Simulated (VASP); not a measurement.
# Mo (Im-3m) in VASP: further runs

The runs below take Mo through single point, with PBE, PBE+D3(BJ).

Everything below comes from runs of VASP 6.6.1. Logs are shortened: lines on timing, memory, paths and dates and some standing lists are left out, and cuts for length are marked.

## 1. The cell of the first run

Symmetry: Im-3m, No. 229, cubic system. The conventional cell has a = 3.118 Å, b = 3.118 Å, c = 3.118 Å, α = 90.00°, β = 90.00°, γ = 90.00°. Mo (site symmetry m-3m) has 14 Mo at 2.70 to 3.12 Å within 3.6 Å.

## 2. Single point, PBE

File INCAR:

```
  PREC = Accurate
  ENCUT = 520
  EDIFF = 1E-6
  ISMEAR = -1
  SIGMA = 0.1
  LREAL = F
  LASPH = T
  NELM = 80
  ALGO = Normal
  ISIF = 2
  LWAVE = F
  LCHARG = T
  GGA = PE
  LELF = T
  LVHAR = T
  NBANDS = 13
```

File KPOINTS:

```
Automatic mesh
0
Gamma
  15 15 15
```

File POSCAR:

```
Mo
1.0
   -1.5592010000      1.5592010000      1.5592010000
    1.5592010000     -1.5592010000      1.5592010000
    1.5592010000      1.5592010000     -1.5592010000
Mo
1
Direct
    0.0000000000      0.0000000000      0.0000000000
```

Potentials or basis: VASP PAW PBE potentials, release 64 (Mo_sv).

The run is started by

```console
> cat potpaw_PBE.64/Mo_sv/POTCAR > POTCAR
> mpirun -np 1 vasp_std > vasp.out
```

OUTCAR:

```text
PREC = Accurate
   ENCUT = 520
   EDIFF = 1E-6
   ISMEAR = -1
   LREAL = F
   LASPH = T
   NELM = 80
   ISIF = 2
   GGA = PE

 ion  position               nearest neighbor table
   1  0.000  0.000  0.000-

  LATTYP: Found a body centered cubic cell.
 ALAT       =     3.1184020000

  Lattice vectors:

 A1 = (  -1.5592010000,   1.5592010000,   1.5592010000)
 A2 = (   1.5592010000,  -1.5592010000,   1.5592010000)
 A3 = (   1.5592010000,   1.5592010000,  -1.5592010000)

Analysis of symmetry for initial positions (statically):
=====================================================================
 Subroutine PRICEL returns:
 Original cell was already a primitive cell.

 Routine SETGRP: Setting up the symmetry group for a
 body centered cubic supercell.

 Subroutine GETGRP returns: Found 48 space group operations
 (whereof 48 operations were pure point group operations)
 out of a pool of 48 trial point group operations.

The static configuration has the point symmetry O_h .

Analysis of symmetry for dynamics (positions and initial velocities):
=====================================================================
 Subroutine PRICEL returns:
 Original cell was already a primitive cell.

 Routine SETGRP: Setting up the symmetry group for a
 body centered cubic supercell.

 Subroutine GETGRP returns: Found 48 space group operations
 (whereof 48 operations were pure point group operations)
 out of a pool of 48 trial point group operations.

The dynamic configuration has the point symmetry O_h .

 Subroutine INISYM returns: Found 48 space group operations
 (whereof 48 operations are pure point group operations),
 and found     1 'primitive' translations

----------------------------------------------------------------------------------------

                                     Primitive cell

  volume of cell :      15.1623

  direct lattice vectors                    reciprocal lattice vectors
    -1.559201000  1.559201000  1.559201000     0.000000000  0.320677065  0.320677065
     1.559201000 -1.559201000  1.559201000     0.320677065  0.000000000  0.320677065
     1.559201000  1.559201000 -1.559201000     0.320677065  0.320677065  0.000000000

  length of vectors
     2.700615351  2.700615351  2.700615351     0.453505854  0.453505854  0.453505854

  position of ions in fractional coordinates (direct lattice)
     0.000000000  0.000000000  0.000000000

  ion indices of the primitive-cell ions
   primitive index   ion index
                 1           1

----------------------------------------------------------------------------------------

 KPOINTS: Automatic mesh

Automatic generation of k-mesh.
 Grid dimensions read from file:
 generate k-points for:   15   15   15

 Generating k-lattice:

  Cartesian coordinates                     Fractional coordinates (reciprocal lattice)
     0.000000000  0.021378471  0.021378471     0.066666667  0.000000000  0.000000000
     0.021378471  0.000000000  0.021378471     0.000000000  0.066666667  0.000000000
     0.021378471  0.021378471  0.000000000     0.000000000  0.000000000  0.066666667

  Length of vectors
     0.030233724  0.030233724  0.030233724

  Shift w.r.t. Gamma in fractional coordinates (k-lattice)
     0.000000000  0.000000000  0.000000000

 Subroutine IBZKPT returns following result:
 ===========================================

 Found    120 irreducible k-points:

 Following reciprocal coordinates:
            Coordinates               Weight
  0.000000  0.000000  0.000000      1.000000
  0.066667  0.000000  0.000000     12.000000
  0.133333  0.000000  0.000000     12.000000
  0.200000  0.000000  0.000000     12.000000
  0.266667  0.000000  0.000000     12.000000
  0.333333  0.000000  0.000000     12.000000
[... 16 lines left out ...]
  0.333333  0.200000  0.000000     48.000000
  0.400000  0.200000  0.000000     24.000000
 [... further k-points ...]
   k-points           NKPTS =    120   k-points in BZ     NKDIM =    120   number of bands    NBANDS=     13
   number of dos      NEDOS =    301   number of ions     NIONS =      1
   total plane-waves  NPLWV =   8000
   dimension x,y,z NGX =    20 NGY =   20 NGZ =   20
   dimension x,y,z NGXF=    40 NGYF=   40 NGZF=   40
   ions per type =               1
   NGX,Y,Z   is equivalent  to a cutoff of  12.31, 12.31, 12.31 a.u.
   NGXF,Y,Z  is equivalent  to a cutoff of  24.62, 24.62, 24.62 a.u.
 SYSTEM =  unknown system
   PREC   = accura    normal or accurate (medium, high low for compatibility)
   ISTART =      0    job   : 0-new  1-cont  2-samecut
   ICHARG =      2    charge: 1-file 2-atom 10-const
   ISPIN  =      1    spin polarized calculation?
   LNONCOLLINEAR =      F non collinear calculations
   LSORBIT =      F    spin-orbit coupling
   LASPH  =      T    aspherical Exc in radial PAW
   ENCUT  =  520.0 eV  38.22 Ry    6.18 a.u.   5.02  5.02  5.02*2*pi/ulx,y,z
   NELM   =     80;   NELMIN=  2; NELMDL= -5     # of ELM steps
   EDIFF  = 0.1E-05   stopping-criterion for ELM
   LREAL  =      F    real-space projection
   EDIFFG = 0.1E-04   stopping-criterion for IOM
   NSW    =      0    number of steps for IOM
   IBRION =     -1    ionic relax: 0-MD 1-quasi-New 2-CG
   NFREE  =      0    steps in history (QN), initial steepest desc. (CG)
   ISIF   =      2    stress and relaxation
   ISYM   =      2    0-nonsym 1-usesym 2-fastsym
   POTIM  = 0.5000    time-step for ionic-motion
   TEBEG  =    0.0;   TEEND  =   0.0 temperature during run
   PSTRESS=    0.0 pullay stress
   NELECT =      14.0000    total number of electrons
   NUPDOWN=      -1.0000    fix difference up-down
   EMIN   =  10.00;   EMAX   =-10.00  energy-range for DOS
   EFERMI =   0.00;   METHOD = LEGACY
   ISMEAR =    -1;   SIGMA  =   0.10  broadening in eV -4-tet -1-fermi 0-gaus
   EFERMI_NEDOS =   21; number of points for ismear=-14 and -15
   IALGO  =     38    algorithm
   IMIX   =      4    mixing-type and parameters
     AMIX     =   0.40;   BMIX     =  1.00
     AMIX_MAG =   1.60;   BMIX_MAG =  1.00
  volume/ion in A,a.u.               =      15.16       102.32
  Fermi-wavevector in a.u.,A,eV,Ry     =   1.594148  3.012504 34.576609  2.541309
  Thomas-Fermi vector in A             =   2.692268
   LORBIT       =      0    0 simple, 1 ext, 2 COOP (PROOUT), +10 PAW based schemes
   GGA     = PE    functional components
   LHFCALC =     F    Hartree Fock is set to
   AEXX    =    0.0000 exact exchange contribution
   IVDW    =     0    specifies the selected vdW correction
   LEPSILON=     F    determine dielectric tensor
   LRPA    =     F    only Hartree local field effects (RPA)
 non-spin polarized calculation
  energy-cutoff  :      520.00
  volume of cell :       15.16
 maximum number of plane-waves:       420
   NGX =  9   NGY =  9   NGZ =  9

 number of electron      13.9999997 magnetization

 Free energy of the ion-electron system (eV)
  ---------------------------------------------------
  ext. energy  EPLUGINS =         0.00000000
  ---------------------------------------------------
  free energy    TOTEN  =       -10.91892027 eV

  energy without entropy =      -10.89663007  energy(sigma->0) =      -10.90777517

 E-fermi :  13.0531     XC(G=0): -13.5635

 val. band max:       13.0514814712   @ k =   0.0667   0.0667   0.0667
 cond. band min:      13.0858343486   @ k =  -0.3333   0.3333   0.2000
 fundamental gap:      0.0343528774
 Fermi energy:        13.0530721675

 k-point     1 :       0.0000    0.0000    0.0000
  band No.  band energies     occupation
      1     -48.1969      2.00000
      2     -21.3891      2.00000
      3     -21.3891      2.00000
      4     -21.3891      2.00000
      5       5.7573      2.00000
      6      11.6664      2.00000
      7      11.6664      2.00000
      8      11.6664      2.00000
      9      14.8069      0.00000
     10      14.8069      0.00000
     11      27.9669      0.00000
     12      27.9669      0.00000
     13      27.9669      0.00000

 k-point     2 :       0.0667    0.0000    0.0000
  band No.  band energies     occupation
      1     -48.1843      2.00000
      2     -21.4608      2.00000
      3     -21.4111      2.00000
      4     -21.3897      2.00000
      5       5.9608      2.00000
      6      11.5500      2.00000
      7      11.6465      2.00000
      8      11.8586      1.99999
      9      14.6349      0.00000
     10      14.8095      0.00000
     11      28.1223      0.00000
     12      28.3109      0.00000
     13      28.3830      0.00000

 k-point     3 :       0.1333    0.0000    0.0000
  band No.  band energies     occupation
      1     -48.1485      2.00000
      2     -21.6604      2.00000
      3     -21.4727      2.00000
      4     -21.3914      2.00000
      5       6.5245      2.00000
      6      11.2375      2.00000
      7      11.5544      2.00000
      8      12.4239      1.99630
      9      14.3114      0.00001
     10      14.8286      0.00000
     11      28.4519      0.00000
     12      29.3016      0.00000
     13      29.3331      0.00000

 k-point     4 :       0.2000    0.0000    0.0000
  band No.  band energies     occupation
      1     -48.0952      2.00000
      2     -21.9475      2.00000
      3     -21.5623      2.00000
      4     -21.3939      2.00000
      5       7.2772      2.00000
      6      10.8148      2.00000
      7      11.4162      2.00000
      8      13.3266      0.12188
      9      14.1726      0.00003
     10      14.8892      0.00000
     11      28.4918      0.00000
     12      29.9565      0.00000
     13      30.8369      0.00000

 k-point     5 :       0.2667    0.0000    0.0000
  band No.  band energies     occupation
      1     -48.0335      2.00000
      2     -22.2675      2.00000
      3     -21.6636      2.00000
      4     -21.3968      2.00000
      5       7.8484      2.00000
      6      10.3738      2.00000
      7      11.5877      2.00000
      8      14.3139      0.00001
      9      14.5000      0.00000
     10      15.0097      0.00000
     11      27.8004      0.00000
     12      29.3676      0.00000
     13      32.7894      0.00000

 k-point     6 :       0.3333    0.0000    0.0000
  band No.  band energies     occupation
      1     -47.9738      2.00000
      2     -22.5648      2.00000
      3     -21.7589      2.00000
      4     -21.3997      2.00000
      5       7.9295      2.00000
      6       9.9879      2.00000
      7      12.4242      1.99629
      8      14.6089      0.00000
      9      15.1836      0.00000
     10      15.8271      0.00000
     11      26.7087      0.00000
     12      27.9120      0.00000
     13      34.6056      0.00000

 k-point     7 :       0.4000    0.0000    0.0000
  band No.  band energies     occupation
      1     -47.9267      2.00000
      2     -22.7918      2.00000
      3     -21.8323      2.00000
      4     -21.4020      2.00000
      5       7.7488      2.00000
      6       9.7066      2.00000
      7      13.6088      0.00769
      8      14.8898      0.00000
      9      15.3681      0.00000
     10      17.0946      0.00000
     11      25.7390      0.00000
     12      26.3756      0.00000
     13      32.3566      0.00000
[... 193 lines left out ...]
 k-point    20 :       0.4000    0.1333   -0.0000
  band No.  band energies     occupation
      1     -47.8886      2.00000
      2     -22.8336      2.00000
      3     -21.9627      2.00000
      4     -21.4924      2.00000
      5       8.1253      2.00000
      6       9.7272      2.00000
      7      12.9850      1.32766
      8      14.6868      0.00000
      9      16.0231      0.00000
     10      19.3341      0.00000
     11      24.8391      0.00000
     12      26.0864      0.00000
     13      30.0628      0.00000

 k-point    21 :       0.2000    0.2000    0.0000
  band No.  band energies     occupation
      1     -47.9595      2.00000
      2     -22.5083      2.00000
      3     -21.8122      2.00000
      4     -21.5136      2.00000
      5       8.7919      2.00000
      6      10.1918      2.00000
      7      10.9274      2.00000
      8      14.0440      0.00010
      9      15.5426      0.00000
     10      17.0060      0.00000
     11      27.3210      0.00000
     12      28.7542      0.00000
     13      32.0201      0.00000

 k-point    22 :       0.2667    0.2000   -0.0000
  band No.  band energies     occupation
      1     -47.9151      2.00000
      2     -22.6415      2.00000
      3     -21.9532      2.00000
      4     -21.5347      2.00000
      5       8.8264      2.00000
      6      10.0025      2.00000
      7      11.4092      2.00000
      8      14.3292      0.00001
      9      15.6647      0.00000
     10      18.6646      0.00000
     11      26.1008      0.00000
     12      27.7225      0.00000
     13      30.5674      0.00000

 k-point    23 :       0.3333    0.2000    0.0000
  band No.  band energies     occupation
      1     -47.8849      2.00000
      2     -22.7202      2.00000
      3     -22.0631      2.00000
      4     -21.5451      2.00000
      5       8.6838      2.00000
      6       9.9185      2.00000
      7      11.9217      1.99998
      8      14.6197      0.00000
      9      15.8157      0.00000
     10      20.1547      0.00000
     11      24.8260      0.00000
     12      26.6568      0.00000
     13      29.9126      0.00000

 k-point    24 :       0.4000    0.2000    0.0000
  band No.  band energies     occupation
      1     -47.8741      2.00000
      2     -22.7457      2.00000
      3     -22.1047      2.00000
      4     -21.5483      2.00000
      5       8.6142      2.00000
      6       9.8952      2.00000
      7      12.1264      1.99981
      8      14.7102      0.00000
      9      15.9433      0.00000
     10      20.8653      0.00000
     11      24.1753      0.00000
     12      26.2098      0.00000
     13      29.7292      0.00000

 [... further k-points ...]
[... 5 lines left out ...]
  --------------------------------------------------------------------------------------
  -------------------------------------------------------------------------------------
  Total        1.1662834      1.1662834      1.1662834     -0.0000000      0.0000000     -0.0000000
  in kB      123.2390561    123.2390561    123.2390561     -0.0000000      0.0000000     -0.0000000
  external PRESSURE =     123.2390561 kB  Pullay stress =       0.0000000 kB

 VOLUME and BASIS-vectors are now :
 -----------------------------------------------------------------------------
  energy-cutoff  :      520.00
  volume of cell :       15.16
      direct lattice vectors                 reciprocal lattice vectors
    -1.559201000  1.559201000  1.559201000     0.000000000  0.320677065  0.320677065
     1.559201000 -1.559201000  1.559201000     0.320677065  0.000000000  0.320677065
     1.559201000  1.559201000 -1.559201000     0.320677065  0.320677065  0.000000000

 POSITION                                       TOTAL-FORCE (eV/Angst)
 -----------------------------------------------------------------------------------
      0.00000      0.00000      0.00000         0.000000      0.000000      0.000000
 -----------------------------------------------------------------------------------
    total drift:                                0.000000     -0.000000     -0.000000

  FREE ENERGIE OF THE ION-ELECTRON SYSTEM (eV)
  ---------------------------------------------------
  free  energy   TOTEN  =       -10.9189202675 eV

  energy  without entropy=      -10.8966300676  energy(sigma->0) =      -10.90777517
```

Run time: 26 s. Hardware: 1 thread of AMD EPYC 7R13, shared host; peak memory 0.11 GiB.

What came out:

```
Free energy            : -10.9189 eV
Pressure               : 12.3 GPa
Band gap on the k mesh : zero (band 7 reaches 16.94 eV, above the bottom of band 8 at 11.67 eV)
```

## 3. Single point, PBE

File INCAR:

```
PREC = Accurate
ENCUT = 500
EDIFF = 1E-6
ISMEAR = -1
SIGMA = 0.1
LREAL = False
LASPH = True
NELM = 120
ALGO = Normal
ISIF = 2
LWAVE = False
LCHARG = False
GGA = PE
NBANDS = 13
GGA_COMPAT = False
```

File KPOINTS:

```
Automatic mesh
0
Gamma
  8 8 8
```

POSCAR is that of step 2.

Potentials or basis: VASP PAW PBE potentials, release 64 (Mo_sv).

The run is started by

```console
> cat potpaw_PBE.64/Mo_sv/POTCAR > POTCAR
> mpirun -np 1 vasp_std > vasp.out
```

Run time: 8.4 s. Hardware: 1 thread of Intel Xeon Platinum 8375C at 2.90GHz (Ice Lake), shared host; peak memory 0.12 GiB.

It converged, with:

```
Free energy            : -10.9015 eV
Pressure               : 12.3 GPa
Band gap on the k mesh : zero (band 7 reaches 17.25 eV, above the bottom of band 8 at 11.67 eV)
```

Levels at points of the mesh, in eV from the Fermi level:
```csv
k point,band 4,band 5,band 6,band 7,band 8,band 9,band 10,band 11
"(0.00, 0.00, 0.00)",-34.38,-7.25,-1.33,-1.33,-1.33,1.81,1.81,14.96
"(0.50, 0.00, 0.00)",-34.40,-5.42,-3.46,1.84,1.86,2.51,5.06,12.11
"(0.50, 0.50, 0.50)",-35.44,-5.59,-5.59,4.25,4.25,4.25,9.39,9.39
```

## 4. Single point, PBE+D3(BJ)

File INCAR:

```
SYSTEM = Mo
ALGO     = Normal         ! electronic algorithm
EDIFF    = 1E-6           ! SCF threshold, eV
ENCUT    = 500            ! plane-wave cutoff, eV
GGA      = PE             ! functional
GGA_COMPAT= .False.      
ISIF     = 2              ! what is computed and relaxed
ISMEAR   = -1             ! smearing method
IVDW     = 12             ! dispersion correction
LASPH    = .True.         ! aspherical terms in the spheres
LCHARG   = .True.         ! write CHGCAR
LELF     = .True.         ! ELF
LREAL    = .False.        ! projectors in reciprocal space
LVHAR    = .True.       
LWAVE    = .False.        ! write WAVECAR
NBANDS   = 13             ! bands
NELM     = 120            ! most SCF steps
PREC     = Accurate       ! precision mode
SIGMA    = 0.1            ! smearing width, eV
```

File KPOINTS:

```
k-points
0
Gamma
  8 8 8
  0 0 0
```

POSCAR is that of step 3.

The run is started by

```console
> cat potpaw_PBE.64/Mo_sv/POTCAR > POTCAR
> mpirun -np 1 vasp_std > vasp.out
```

It took 8.9 s on 1 thread of Intel Xeon Platinum 8375C at 2.90GHz (Ice Lake), shared host; peak memory 0.13 GiB.

It converged, with:

| Property | Result |
| --- | --- |
| Free energy | -11.6384 eV |
| Pressure | 4.2 GPa |
| Band gap on the k mesh | zero (band 7 reaches 17.25 eV, above the bottom of band 8 at 11.67 eV) |
| Dispersion energy per atom | -0.737 eV |

Levels at points of the mesh, in eV from the Fermi level:
| k point | band 5 | band 6 | band 7 | band 8 | band 9 | band 10 |
| --- | --- | --- | --- | --- | --- | --- |
| (0.00, 0.00, 0.00) | -7.25 | -1.33 | -1.33 | -1.33 | 1.81 | 1.81 |
| (0.50, 0.00, 0.00) | -5.42 | -3.46 | 1.84 | 1.86 | 2.51 | 5.06 |
| (0.50, 0.50, 0.50) | -5.59 | -5.59 | 4.25 | 4.25 | 4.25 | 9.39 |

Caveat: pairwise dispersion overbinds metals, which lowers pressure and volume.

## 5. Overview

```tsv
level	k mesh	cutoff (eV)	gap on the mesh (eV)	pressure (GPa)
PBE	15 × 15 × 15	520	none	12.3
PBE	8 × 8 × 8	500	none	12.3
PBE+D3(BJ)	8 × 8 × 8	500	none	4.2
```

Alike in all rows: task single point; potentials or basis VASP PAW PBE potentials, release 64 (Mo_sv); no spin polarisation; cell as given; smearing fermi-dirac 0.1 eV.

Every run on the cell as given and a fine mesh finds a metal. The pressure there spans 4.2 GPa (PBE+D3(BJ)) to 12.3 GPa (PBE); a positive pressure means that this level wants a larger cell, a negative one a smaller.

Caveats: pairwise dispersion overbinds metals, which lowers pressure and volume (some runs).

Total energies depend on the potentials used, so only differences within one code and one set of settings carry meaning.
